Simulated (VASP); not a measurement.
# MoS2 (R3m) in VASP: single point with r2SCAN+D3(BJ)

Aim: the single point of MoS2 with r2SCAN+D3(BJ).

All numbers are computed with VASP 6.6.1; they aren't measurements. Logs are shortened: lines on timing, memory, paths and dates and some standing lists are left out, and cuts for length are marked.

## 1. The cell of the first run

The structure is trigonal, space group R3m (No. 160). Conventional cell: a = 3.160 Å, b = 3.160 Å, c = 18.450 Å, α = 90.00°, β = 90.00°, γ = 120.00°. Mo (site symmetry 3m) has 6 S at 2.39 Å and 6 Mo at 3.16 Å within 3.2 Å. S (site symmetry 3m) has 3 Mo at 2.39 Å and 7 S at 3.08 to 3.16 Å within 3.2 Å. S (site symmetry 3m) has 3 Mo at 2.39 Å and 7 S at 3.08 to 3.16 Å within 3.2 Å.

## 2. Single point, r2SCAN+D3(BJ)

POSCAR reads:

```
MoS2
1.0
    1.5800000000      0.9122130000      6.1500000000
   -1.5800000000      0.9122130000      6.1500000000
    0.0000000000     -1.8244270000      6.1500000000
Mo S
1 2
Direct
    0.0000000000      0.0000000000      0.0000000000
    0.2500000000      0.2500000000      0.2500000000
    0.4170000000      0.4170000000      0.4170000000
```

INCAR.step1 reads:

```
ALGO = Normal ; EDIFF = 1E-4
ENCUT = 520 ; GGA = PE
ISMEAR = 0 ; LASPH = True
LCHARG = False ; LREAL = False
LWAVE = True ; NBANDS = 20
NELM = 80 ; PREC = Accurate
SIGMA = 0.01
```

INCAR.step2 reads:

```
ALGO = Normal ; EDIFF = 1E-7
ENCUT = 520 ; ISIF = 2
ISMEAR = 0 ; ISTART = 1
IVDW = 12 ; LASPH = True
LCHARG = False ; LMIXTAU = True
LREAL = False ; LWAVE = False
METAGGA = R2SCAN ; NBANDS = 20
NELM = 80 ; PREC = Accurate
SIGMA = 0.01 ; VDW_A1 = 0.49484001
VDW_A2 = 5.73083694 ; VDW_S6 = 1.0
VDW_S8 = 0.78981345
```

KPOINTS reads:

```
k-points
0
Gamma
  11 11 11
```

Potentials or basis: VASP PAW PBE potentials, release 64 (Mo_sv, S).

Launch:

```bash
$ cat potpaw_PBE.64/Mo_sv/POTCAR potpaw_PBE.64/S/POTCAR > POTCAR
$ cp INCAR.step1 INCAR
$ mpirun -np 1 vasp_std > vasp.out
$ cp INCAR.step2 INCAR
$ mpirun -np 1 vasp_std > vasp.out
```

OUTCAR:

```text
EDIFF = 1E-7
   ENCUT = 520
   ISIF = 2
   ISMEAR = 0
   ISTART = 1
   IVDW = 12
   LASPH = True
   LREAL = False
   METAGGA = R2SCAN
   NELM = 80
   PREC = Accurate
 IVDW          = 12

 ion  position               nearest neighbor table
   1  0.000  0.000  0.000-   2 2.39   2 2.39   2 2.39   3 2.39   3 2.39   3 2.39
   2  0.250  0.250  0.250-   1 2.39   1 2.39   1 2.39
   3  0.417  0.417  0.417-   1 2.39   1 2.39   1 2.39

  LATTYP: Found a trigonal (rhomboedric) cell.
 ALAT       =     6.4149070576
 COS(alpha) =     0.8786713312

  Lattice vectors:

 A1 = (   1.5800000000,   0.9122130000,   6.1500000000)
 A2 = (  -1.5800000000,   0.9122130000,   6.1500000000)
 A3 = (   0.0000000000,  -1.8244270000,   6.1500000000)

Analysis of symmetry for initial positions (statically):
=====================================================================
 Subroutine PRICEL returns:
 Original cell was already a primitive cell.

 Routine SETGRP: Setting up the symmetry group for a
 trigonal (rhombohedral) supercell.

 Subroutine GETGRP returns: Found  6 space group operations
 (whereof  6 operations were pure point group operations)
 out of a pool of 12 trial point group operations.

The static configuration has the point symmetry C_3v.

Analysis of symmetry for dynamics (positions and initial velocities):
=====================================================================
 Subroutine PRICEL returns:
 Original cell was already a primitive cell.

 Routine SETGRP: Setting up the symmetry group for a
 trigonal (rhombohedral) supercell.

 Subroutine GETGRP returns: Found  6 space group operations
 (whereof  6 operations were pure point group operations)
 out of a pool of 12 trial point group operations.

The dynamic configuration has the point symmetry C_3v.

 Subroutine INISYM returns: Found  6 space group operations
 (whereof  6 operations are pure point group operations),
 and found     1 'primitive' translations

----------------------------------------------------------------------------------------

                                     Primitive cell

  volume of cell :      53.1839

  direct lattice vectors                    reciprocal lattice vectors
[... 82 lines left out ...]
   ICHARG =      0    charge: 1-file 2-atom 10-const
   ISPIN  =      1    spin polarized calculation?
   LNONCOLLINEAR =      F non collinear calculations
   LSORBIT =      F    spin-orbit coupling
   LASPH  =      T    aspherical Exc in radial PAW
   ENCUT  =  520.0 eV  38.22 Ry    6.18 a.u.  11.93 11.93 11.93*2*pi/ulx,y,z
   NELM   =     80;   NELMIN=  2; NELMDL=  0     # of ELM steps
   EDIFF  = 0.1E-06   stopping-criterion for ELM
   LREAL  =      F    real-space projection
   EDIFFG = 0.1E-05   stopping-criterion for IOM
   NSW    =      0    number of steps for IOM
   IBRION =     -1    ionic relax: 0-MD 1-quasi-New 2-CG
   NFREE  =      0    steps in history (QN), initial steepest desc. (CG)
   ISIF   =      2    stress and relaxation
   ISYM   =      2    0-nonsym 1-usesym 2-fastsym
   POTIM  = 0.5000    time-step for ionic-motion
   TEBEG  =    0.0;   TEEND  =   0.0 temperature during run
   PSTRESS=    0.0 pullay stress
   NELECT =      26.0000    total number of electrons
   NUPDOWN=      -1.0000    fix difference up-down
   EMIN   =  10.00;   EMAX   =-10.00  energy-range for DOS
   EFERMI =   0.00;   METHOD = LEGACY
   ISMEAR =     0;   SIGMA  =   0.01  broadening in eV -4-tet -1-fermi 0-gaus
   EFERMI_NEDOS =   21; number of points for ismear=-14 and -15
   IALGO  =     38    algorithm
   IMIX   =      4    mixing-type and parameters
     AMIX     =   0.40;   BMIX     =  1.00
     AMIX_MAG =   1.60;   BMIX_MAG =  1.00
  volume/ion in A,a.u.               =      17.73       119.63
  Fermi-wavevector in a.u.,A,eV,Ry     =   1.289652  2.437090 22.629253  1.663203
  Thomas-Fermi vector in A             =   2.421532
   LORBIT       =      0    0 simple, 1 ext, 2 COOP (PROOUT), +10 PAW based schemes
   METAGGA = R2SCAN    functional components
   LHFCALC =     F    Hartree Fock is set to
   AEXX    =    0.0000 exact exchange contribution
   IVDW    =    12    specifies the selected vdW correction
   LEPSILON=     F    determine dielectric tensor
   LRPA    =     F    only Hartree local field effects (RPA)
 non-spin polarized calculation
 Gauss-broadening in eV      SIGMA  =   0.01
  energy-cutoff  :      520.00
  volume of cell :       53.18
 maximum number of plane-waves:      1447
   NGX = 23   NGY = 23   NGZ = 23

 number of electron      25.9999998 magnetization

 Free energy of the ion-electron system (eV)
  ---------------------------------------------------
  ext. energy  EPLUGINS =         0.00000000
  ---------------------------------------------------
  free energy    TOTEN  =       -45.01170355 eV

  energy without entropy =      -45.01170355  energy(sigma->0) =      -45.01170355

 E-fermi :   7.7264     XC(G=0): -11.5168

 val. band max:        7.5483833460   @ k =   0.4545   0.4545   0.4545
 cond. band min:       8.5974189352   @ k =  -0.1818   0.1818   0.0000
 fundamental gap:      1.0490355892
 Fermi energy:         7.7263544072

 k-point     1 :       0.0000    0.0000    0.0000
  band No.  band energies     occupation
      1     -55.9929      2.00000
      2     -29.4313      2.00000
      3     -29.1936      2.00000
      4     -29.1936      2.00000
      5      -8.2873      2.00000
      6      -6.4867      2.00000
[... 541 lines left out ...]
     19      16.3737      0.00000
     20      17.1748      0.00000

 [... further k-points ...]

------------------------ aborting loop because EDIFF is reached ----------------------------------------

 Edisp (eV)   -0.60644

 E8    (eV) :    -0.1890

  FORCE on cell =-STRESS in cart. coord.  units (eV):
  Direction    XX          YY          ZZ          XY          YZ          ZX
  --------------------------------------------------------------------------------------
  -------------------------------------------------------------------------------------
  Total       0.69865     0.69865     0.94589     0.00000    -0.00000     0.00000
  in kB      21.04697    21.04696    28.49508     0.00000    -0.00000     0.00000
  external pressure =       23.53 kB  Pullay stress =        0.00 kB

 VOLUME and BASIS-vectors are now :
 -----------------------------------------------------------------------------
  energy-cutoff  :      520.00
  volume of cell :       53.18
      direct lattice vectors                 reciprocal lattice vectors
     1.580000000  0.912213000  6.150000000     0.316455696  0.182705800  0.054200552
    -1.580000000  0.912213000  6.150000000    -0.316455696  0.182705800  0.054200552
     0.000000000 -1.824427000  6.150000000     0.000000000 -0.365411600  0.054200522

 POSITION                                       TOTAL-FORCE (eV/Angst)
 -----------------------------------------------------------------------------------
      0.00000      0.00000      0.00000         0.000000     -0.000000      0.087398
      0.00000     -0.00000      4.61250         0.000000      0.000000     -0.373535
      0.00000     -0.00000      7.69365         0.000000     -0.000000      0.286137
 -----------------------------------------------------------------------------------
    total drift:                                0.000000     -0.000003     -0.000003

  FREE ENERGIE OF THE ION-ELECTRON SYSTEM (eV)
  ---------------------------------------------------
  free  energy   TOTEN  =       -45.6181448884 eV

  energy  without entropy=      -45.6181448884  energy(sigma->0) =      -45.61814489
```

OSZICAR.step1:

```text
N       E                     dE             d eps       ncg     rms          rms(c)
DAV:   1     0.184092082513E+03    0.18409E+03   -0.13481E+04  5872   0.123E+03
DAV:   2    -0.158553035195E+02   -0.19995E+03   -0.19424E+03  7232   0.316E+02
DAV:   3    -0.231462396818E+02   -0.72909E+01   -0.72231E+01  7248   0.567E+01
DAV:   4    -0.232286431951E+02   -0.82404E-01   -0.82357E-01  7220   0.639E+00
DAV:   5    -0.232298525723E+02   -0.12094E-02   -0.12093E-02  7300   0.756E-01    0.252E+01
DAV:   6    -0.221421161228E+02    0.10877E+01   -0.10031E+01  6168   0.194E+01    0.911E+00
DAV:   7    -0.218880323621E+02    0.25408E+00   -0.35713E+00  5948   0.110E+01    0.610E+00
DAV:   8    -0.217893740500E+02    0.98658E-01   -0.50898E-01  6584   0.442E+00    0.179E+00
DAV:   9    -0.217906946779E+02   -0.13206E-02   -0.20278E-02  6772   0.900E-01    0.630E-01
DAV:  10    -0.217895980474E+02    0.10966E-02   -0.79791E-03  6524   0.598E-01    0.123E-01
DAV:  11    -0.217896221753E+02   -0.24128E-04   -0.46337E-04  6816   0.150E-01
   1 F= -.21789622E+02 E0= -.21789622E+02  d E =0.000000E+00
```

Wall time 38 min (1 thread of AMD EPYC 7R43 (Zen 3), shared host); peak memory 0.42 GiB.

What came out:

```
Free energy                : -45.6181 eV
Pressure                   : 2.4 GPa
Largest force              : 0.374 eV/Å
Band gap on the k mesh     : 1.05 eV (least direct gap 2.01 eV)
Dispersion energy per atom : -0.202 eV
```

Forces in eV/Å, atoms in the order of the input:
```
Mo   0.000  0.000  0.087
S    0.000  0.000 -0.374
S    0.000  0.000  0.286
```

Stress tensor (GPa, compression positive):
```
2.10 0.00 0.00
0.00 2.10 0.00
0.00 0.00 2.85
```

Caveat: the PAW data sets were made with another functional, which shifts forces and pressure a little. A k mesh can miss the band edges.
